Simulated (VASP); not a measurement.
Crystal: LiBr.

```xyz
2
Lattice="0.0000 2.7153 2.7153 2.7153 0.0000 2.7153 2.7153 2.7153 0.0000" Properties=species:S:1:pos:R:3 pbc="T T T"
Li    0.0000    0.0000    0.0000
Br    2.7153    2.7153    2.7153
```

Base run:

```yaml
Program: VASP 6.6.1
Functional: r2SCAN
Potentials_or_basis: VASP PAW PBE potentials, release 64 (Li_sv, Br)
Cutoff: 830 eV
k_mesh: 6 × 6 × 6
Occupations: fermi-dirac, width 0.1 eV
Spin: no spin polarisation
```

Its results: band gap on the k mesh 6.07 eV, direct; pressure 0.4 GPa.

The run is repeated on the same cell with these changes: further incar settings from ALGO = Normal; EDIFF = 1e-06; NBANDS = 12 to ALGO = Normal; EDIFF = 1e-06; NBANDS = 12; ISYM = 0; dispersion from none to D3(BJ). What comes out?

Band gap on the k mesh 6.07 eV, direct; pressure -0.5 GPa.

Caveats: the PAW data sets were made with another functional, which shifts forces and pressure a little; three body term missing (some runs).

A k mesh can miss the band edges.
